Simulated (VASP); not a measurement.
Input of a VASP 6.6.1 run:

The input INCAR:

```
SYSTEM = CuO
PREC = Accurate
ENCUT = 600
EDIFF = 1E-6
ISMEAR = -1
SIGMA = 0.05
LREAL = .FALSE.
LASPH = .TRUE.
NELM = 80
ALGO = Normal
ISIF = 3
LWAVE = .FALSE.
LCHARG = .FALSE.
GGA = PS
IBRION = 2
NSW = 60
EDIFFG = -0.01
```

File KPOINTS:

```
Automatic mesh
0
G
  10 10 6
  0 0 0
```

Contents of POSCAR:

```
CuO
1.0
    3.1795331000      0.0000000000      0.0000000000
   -1.5897665500      2.7535564400      0.0000000000
    0.0000000000      0.0000000000      4.4314907300
Cu O
2 2
Direct
    0.0000000000      0.0000000000      0.0000000000
    0.0000000000      0.0000000000      0.5000000000
    0.3333333333      0.6666666667      0.2500000000
    0.6666666667      0.3333333333      0.7500000000
```

Potentials or basis: VASP PAW PBE potentials, release 64 (Cu, O).

Run with:

```console
$ cat potpaw_PBE.64/Cu/POTCAR potpaw_PBE.64/O/POTCAR > POTCAR
$ mpirun -np 1 vasp_std > vasp.out
```

(1) Estimate the relaxed cell.

(2) Estimate the space group after relaxing (to 0.1 Å).

(3) What does it give for the relaxed volume?

Answers

(1) a = 2.913 Å, b = 2.913 Å, c = 5.029 Å, α = 90.00°, β = 90.00°, γ = 120.00°.

(2) P6_3/mmc (No. 194).

(3) 9.24 Å³/atom.

Caveat: the PAW data sets were made with another functional, which shifts forces and pressure a little.
